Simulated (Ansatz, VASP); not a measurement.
Two plane-wave programs on K

```
K
1.0
     8.32455    0.00000    0.00000
    -4.16227    7.20927    0.00000
     0.00000    0.00000    4.57449
K
3
Direct
  0.00000 0.50000 0.83333
  0.50000 0.00000 0.50000
  0.50000 0.50000 0.16667
```

Alike in both runs: functional PBE; k mesh 9 × 9 × 10; occupations gaussian, width 0.1 eV; no spin polarisation.

Ansatz relaxed the structure, and its values are those at the end. VASP's run is a single point on that final structure, the one shown.

|  | VASP | Ansatz |
| --- | --- | --- |
| version | VASP 6.6.1 | Ansatz 0.2.0 |
| potentials or method | VASP PAW PBE potentials, release 64 (K_sv), cutoff 520 eV | scalar-relativistic, plane waves, PAW |
| valence electrons in the cell | 27 | 27 |

```csv
,VASP,Ansatz,Ansatz less VASP
gap on the k mesh at the Fermi level (eV),none,none,-
pressure (GPa),0.0,0.0,+0.01
```

A gap of «none» marks a metal or a gap that the smearing closes. The functional is the same, so the differences come from potentials, cutoffs and numerics.
